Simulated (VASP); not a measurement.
A run of VASP 6.6.1:

The input INCAR:

```
SYSTEM = SiO2
PREC = Accurate
ENCUT = 520
EDIFF = 1E-7
ISMEAR = 0
SIGMA = 0.05
LREAL = .FALSE.
LASPH = .TRUE.
NELM = 100
ALGO = Normal
ISIF = 2
LWAVE = .FALSE.
LCHARG = .FALSE.
GGA = CA
NBANDS = 25
```

The input KPOINTS:

```
Automatic mesh
0
G
  6 6 8
  0 0 0
```

File POSCAR:

```
SiO2
1.0
    4.1801000000      0.0000000000      0.0000000000
    0.0000000000      4.1801000000      0.0000000000
    0.0000000000      0.0000000000      2.7252000000
Si O
2 4
Direct
    0.5000000000      0.5000000000      0.5000000000
    0.0000000000      0.0000000000      0.0000000000
    0.6944252994      0.6944252994      0.0000000000
    0.1944252994      0.8055747006      0.5000000000
    0.3055747006      0.3055747006      0.0000000000
    0.8055747006      0.1944252994      0.5000000000
```

Potentials or basis: VASP PAW LDA potentials, release 64 (Si, O).

Command:

```console
$ cat potpaw_LDA.64/Si/POTCAR potpaw_LDA.64/O/POTCAR > POTCAR
$ mpirun -np 1 vasp_std > vasp.out
```

Hardware: 1 thread of Intel Xeon 8259CL, with other jobs on the host.

Question: How long does it take, and how much memory?

Answer: It took 51 s on 1 thread of Intel Xeon 8259CL (shared host), peak memory 0.16 GiB. Counts: scf iterations 13, k points 50.
